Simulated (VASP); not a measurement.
Write the native input for VASP 6.6.1 that does the following.

```yaml
Task: single point
Functional: PBEsol
Potentials_or_basis: VASP PAW PBE potentials, release 64 (Si, C)
Cutoff: 520 eV
k_mesh: 8 × 8 × 6
Occupations: gaussian, width 0.01 eV
Spin: no spin polarisation
Dipole_correction: no
Further_INCAR_settings: ALGO = Normal; EDIFF = 1e-06; NBANDS = 16
```

The structure of SiC lies in POSCAR:

```
SiC
1.0
    3.0911502755      0.0000000000      0.0000000000
   -1.5455751378      2.6770146655      0.0000000000
    0.0000000000      0.0000000000      5.0727747299
Si C
2 2
Direct
    0.3333333333      0.6666666667      0.0045689300
    0.6666666667      0.3333333333      0.5045689300
    0.3333333333      0.6666666667      0.3804310700
    0.6666666667      0.3333333333      0.8804310700
```

One way to write it, as run:

INCAR

```
ALGO = Normal
EDIFF = 1E-6
ENCUT = 520
GGA = PS
ISIF = 2
ISMEAR = 0
LASPH = T
LCHARG = F
LREAL = F
LWAVE = F
NBANDS = 16
NELM = 80
PREC = Accurate
SIGMA = 0.01
```

KPOINTS

```
k-points
0
Gamma
  8 8 6
```

Potentials or basis: VASP PAW PBE potentials, release 64 (Si, C).

Run with:

```bash
$ cat potpaw_PBE.64/Si/POTCAR potpaw_PBE.64/C/POTCAR > POTCAR
$ mpirun -np 1 vasp_std > vasp.out
```

It gave:

```json
{
 "Pressure": "-2.9 GPa",
 "Band gap on the k mesh": "2.40 eV, indirect (least direct gap 3.82 eV)"
}
```

Caveat: the PAW data sets were made with another functional, which shifts forces and pressure a little.

Wall time 8.7 s on 1 thread of Intel(R) Xeon(R) 6975P-C (Granite Rapids), on a shared host, peak memory 0.15 GiB.
